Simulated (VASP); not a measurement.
# Hf in VASP: further runs, part 2 of 2

VASP 6.6.1. The steps go on from the part before.

## (4) Single point, PBEsol (equal xy, yz and zx shear strains of -2 %)

Input file INCAR:

```
PREC = Accurate ; ENCUT = 520
EDIFF = 1E-7 ; ISMEAR = -1
SIGMA = 0.03 ; LREAL = False
LASPH = True ; NELM = 60
ALGO = Normal ; ISIF = 2
LWAVE = False ; LCHARG = False
GGA = PS ; NBANDS = 11
```

Input file KPOINTS:

```
regular mesh
0
Gamma
  16 16 16
```

Input file POSCAR:

```
Hf
1.0
   -0.0444000000      2.1978000000      2.1978000000
    2.1978000000     -0.0444000000      2.1978000000
    2.1978000000      2.1978000000     -0.0444000000
Hf
1
Direct
    0.0000000000      0.0000000000      0.0000000000
```

Potentials or basis: VASP PAW PBE potentials, release 64 (Hf_pv).

Command:

```sh
$ cat potpaw_PBE.64/Hf_pv/POTCAR > POTCAR
$ mpirun -np 1 vasp_std > vasp.out
```

OUTCAR:

```text
PREC = Accurate
   ENCUT = 520
   EDIFF = 1E-7
   ISMEAR = -1
   LREAL = False
   LASPH = True
   NELM = 60
   ISIF = 2
   GGA = PS

 ion  position               nearest neighbor table
   1  0.000  0.000  0.000-

  LATTYP: Found a trigonal (rhomboedric) cell.
 ALAT       =     3.1084756779
 COS(alpha) =     0.4797000918

  Lattice vectors:

 A1 = (  -0.0444000000,   2.1978000000,   2.1978000000)
 A2 = (   2.1978000000,  -0.0444000000,   2.1978000000)
 A3 = (   2.1978000000,   2.1978000000,  -0.0444000000)

Analysis of symmetry for initial positions (statically):
=====================================================================
 Subroutine PRICEL returns:
 Original cell was already a primitive cell.

 Routine SETGRP: Setting up the symmetry group for a
 trigonal (rhombohedral) supercell.

 Subroutine GETGRP returns: Found 12 space group operations
 (whereof 12 operations were pure point group operations)
 out of a pool of 12 trial point group operations.

The static configuration has the point symmetry D_3d.

Analysis of symmetry for dynamics (positions and initial velocities):
=====================================================================
 Subroutine PRICEL returns:
 Original cell was already a primitive cell.

 Routine SETGRP: Setting up the symmetry group for a
 trigonal (rhombohedral) supercell.

 Subroutine GETGRP returns: Found 12 space group operations
 (whereof 12 operations were pure point group operations)
 out of a pool of 12 trial point group operations.

The dynamic configuration has the point symmetry D_3d.

 Subroutine INISYM returns: Found 12 space group operations
 (whereof 12 operations are pure point group operations),
 and found     1 'primitive' translations

----------------------------------------------------------------------------------------

                                     Primitive cell

  volume of cell :      21.8755

  direct lattice vectors                    reciprocal lattice vectors
    -0.044400000  2.197800000  2.197800000    -0.220719811  0.225270734  0.225270734
     2.197800000 -0.044400000  2.197800000     0.225270734 -0.220719811  0.225270734
     2.197800000  2.197800000 -0.044400000     0.225270734  0.225270734 -0.220719811

  length of vectors
     3.108475678  3.108475678  3.108475678     0.387570693  0.387570693  0.387570693

  position of ions in fractional coordinates (direct lattice)
     0.000000000  0.000000000  0.000000000

  ion indices of the primitive-cell ions
   primitive index   ion index
                 1           1

----------------------------------------------------------------------------------------

 KPOINTS: regular mesh

Automatic generation of k-mesh.
 Grid dimensions read from file:
 generate k-points for:   16   16   16

 Generating k-lattice:

  Cartesian coordinates                     Fractional coordinates (reciprocal lattice)
    -0.013794988  0.014079421  0.014079421     0.062500000 -0.000000000 -0.000000000
     0.014079421 -0.013794988  0.014079421    -0.000000000  0.062500000 -0.000000000
     0.014079421  0.014079421 -0.013794988    -0.000000000 -0.000000000  0.062500000

  Length of vectors
     0.024223168  0.024223168  0.024223168

  Shift w.r.t. Gamma in fractional coordinates (k-lattice)
     0.000000000  0.000000000  0.000000000

 Subroutine IBZKPT returns following result:
 ===========================================

 Found    417 irreducible k-points:

 Following reciprocal coordinates:
            Coordinates               Weight
  0.000000  0.000000  0.000000      1.000000
  0.062500  0.000000  0.000000      6.000000
  0.125000  0.000000  0.000000      6.000000
  0.187500  0.000000  0.000000      6.000000
  0.250000  0.000000  0.000000      6.000000
  0.312500  0.000000 -0.000000      6.000000
[... 16 lines left out ...]
 -0.125000  0.062500 -0.000000     12.000000
 -0.062500  0.062500  0.000000      6.000000
 [... further k-points ...]
   k-points           NKPTS =    417   k-points in BZ     NKDIM =    417   number of bands    NBANDS=     11
   number of dos      NEDOS =    301   number of ions     NIONS =      1
   total plane-waves  NPLWV =  13824
   dimension x,y,z NGX =    24 NGY =   24 NGZ =   24
   dimension x,y,z NGXF=    48 NGYF=   48 NGZF=   48
   ions per type =               1
   NGX,Y,Z   is equivalent  to a cutoff of  12.84, 12.84, 12.84 a.u.
   NGXF,Y,Z  is equivalent  to a cutoff of  25.67, 25.67, 25.67 a.u.
 SYSTEM =  unknown system
   PREC   = accura    normal or accurate (medium, high low for compatibility)
   ISTART =      0    job   : 0-new  1-cont  2-samecut
   ICHARG =      2    charge: 1-file 2-atom 10-const
   ISPIN  =      1    spin polarized calculation?
   LNONCOLLINEAR =      F non collinear calculations
   LSORBIT =      F    spin-orbit coupling
   LASPH  =      T    aspherical Exc in radial PAW
   ENCUT  =  520.0 eV  38.22 Ry    6.18 a.u.   5.78  5.78  5.78*2*pi/ulx,y,z
   NELM   =     60;   NELMIN=  2; NELMDL= -5     # of ELM steps
   EDIFF  = 0.1E-06   stopping-criterion for ELM
   LREAL  =      F    real-space projection
   EDIFFG = 0.1E-05   stopping-criterion for IOM
   NSW    =      0    number of steps for IOM
   IBRION =     -1    ionic relax: 0-MD 1-quasi-New 2-CG
   NFREE  =      0    steps in history (QN), initial steepest desc. (CG)
   ISIF   =      2    stress and relaxation
   ISYM   =      2    0-nonsym 1-usesym 2-fastsym
   POTIM  = 0.5000    time-step for ionic-motion
   TEBEG  =    0.0;   TEEND  =   0.0 temperature during run
   PSTRESS=    0.0 pullay stress
   NELECT =      10.0000    total number of electrons
   NUPDOWN=      -1.0000    fix difference up-down
   EMIN   =  10.00;   EMAX   =-10.00  energy-range for DOS
   EFERMI =   0.00;   METHOD = LEGACY
   ISMEAR =    -1;   SIGMA  =   0.03  broadening in eV -4-tet -1-fermi 0-gaus
   EFERMI_NEDOS =   21; number of points for ismear=-14 and -15
   IALGO  =     38    algorithm
   IMIX   =      4    mixing-type and parameters
     AMIX     =   0.40;   BMIX     =  1.00
     AMIX_MAG =   1.60;   BMIX_MAG =  1.00
  volume/ion in A,a.u.               =      21.88       147.62
  Fermi-wavevector in a.u.,A,eV,Ry     =   1.261118  2.383167 21.638945  1.590418
  Thomas-Fermi vector in A             =   2.394593
   LORBIT       =      0    0 simple, 1 ext, 2 COOP (PROOUT), +10 PAW based schemes
   GGA     = PS    functional components
   LHFCALC =     F    Hartree Fock is set to
   AEXX    =    0.0000 exact exchange contribution
   IVDW    =     0    specifies the selected vdW correction
   LEPSILON=     F    determine dielectric tensor
   LRPA    =     F    only Hartree local field effects (RPA)
 non-spin polarized calculation
  energy-cutoff  :      520.00
  volume of cell :       21.88
 maximum number of plane-waves:       601
   NGX = 11   NGY = 11   NGZ = 11

 number of electron      10.0000000 magnetization

 Free energy of the ion-electron system (eV)
  ---------------------------------------------------
  ext. energy  EPLUGINS =         0.00000000
  ---------------------------------------------------
  free energy    TOTEN  =       -10.42708668 eV

  energy without entropy =      -10.42214806  energy(sigma->0) =      -10.42461737

 E-fermi :   4.7390     XC(G=0): -11.4954

 val. band max:        4.7367367595   @ k =  -0.3125   0.5000   0.2500
 cond. band min:       4.7445808952   @ k =  -0.3750   0.3125   0.3125
 fundamental gap:      0.0078441357
 Fermi energy:         4.7389600531

 k-point     1 :       0.0000    0.0000    0.0000
  band No.  band energies     occupation
      1     -25.1584      2.00000
      2     -25.1584      2.00000
      3     -25.1156      2.00000
      4      -2.5555      2.00000
      5       5.9636      0.00000
      6       5.9636      0.00000
      7       6.4618      0.00000
      8       9.0154      0.00000
      9       9.0154      0.00000
     10      16.1755      0.00000
     11      17.8621      0.00000
[... 309 lines left out ...]
 k-point    24 :      -0.0625    0.0625    0.0000
  band No.  band energies     occupation
      1     -25.2387      2.00000
      2     -25.1776      2.00000
      3     -25.1286      2.00000
      4      -2.1930      2.00000
      5       5.6300      0.00000
      6       6.1201      0.00000
      7       6.6190      0.00000
      8       8.6903      0.00000
      9       9.0230      0.00000
     10      16.9565      0.00000
     11      17.8596      0.00000

 [... further k-points ...]

------------------------ aborting loop because EDIFF is reached ----------------------------------------

  FORCE on cell =-STRESS in cart. coord.  units (eV):
  Direction    XX          YY          ZZ          XY          YZ          ZX
  --------------------------------------------------------------------------------------
  -------------------------------------------------------------------------------------
  Total       -0.2636064     -0.2636064     -0.2636064      0.1613410      0.1613410      0.1613410
  in kB      -19.3067359    -19.3067359    -19.3067359     11.8167397     11.8167397     11.8167397
  external PRESSURE =     -19.3067359 kB  Pullay stress =       0.0000000 kB

 VOLUME and BASIS-vectors are now :
 -----------------------------------------------------------------------------
  energy-cutoff  :      520.00
  volume of cell :       21.88
      direct lattice vectors                 reciprocal lattice vectors
    -0.044400000  2.197800000  2.197800000    -0.220719811  0.225270734  0.225270734
     2.197800000 -0.044400000  2.197800000     0.225270734 -0.220719811  0.225270734
     2.197800000  2.197800000 -0.044400000     0.225270734  0.225270734 -0.220719811

 POSITION                                       TOTAL-FORCE (eV/Angst)
 -----------------------------------------------------------------------------------
      0.00000      0.00000      0.00000        -0.000000      0.000000      0.000000
 -----------------------------------------------------------------------------------
    total drift:                               -0.000000      0.000000      0.000000

  FREE ENERGIE OF THE ION-ELECTRON SYSTEM (eV)
  ---------------------------------------------------
  free  energy   TOTEN  =       -10.4270866807 eV

  energy  without entropy=      -10.4221480603  energy(sigma->0) =      -10.42461737
```

Wall time 28 s (1 thread of Intel Xeon 6975P-C (Granite Rapids), shared host); peak memory 0.21 GiB.

What came out:

```yaml
Free_energy: -10.4271 eV
Pressure: -1.9 GPa
Band_gap_on_the_k_mesh: zero (band 5 reaches 6.05 eV, above the bottom of band 6 at 4.30 eV)
```

Caveat: the cell differs from its parent crystal (equal xy, yz and zx shear strains of -2 %); the PAW data sets were made with another functional, which shifts forces and pressure a little; spin-orbit coupling is left out, which moves the levels of the heavy elements.

## (5) Summary

```tsv
cell	gap on the mesh (eV)	pressure (GPa)
a = 3.181 Å, angles 60.0°, 1 atom	none	-5.7
a = 3.201 Å, angles 60.0°, 1 atom	none	-7.3
a = 3.108 Å, angles 61.3°, 1 atom	none	-1.9
```

Alike in all rows: task single point; level PBEsol; potentials or basis VASP PAW PBE potentials, release 64 (Hf_pv); no spin polarisation; k mesh 16 × 16 × 16; cutoff (eV) 520; smearing fermi-dirac 0.03 eV.

Caveats: the PAW data sets were made with another functional, which shifts forces and pressure a little; spin-orbit coupling is left out, which moves the levels of the heavy elements.

Absolute energies hang on the potentials; compare differences alone.
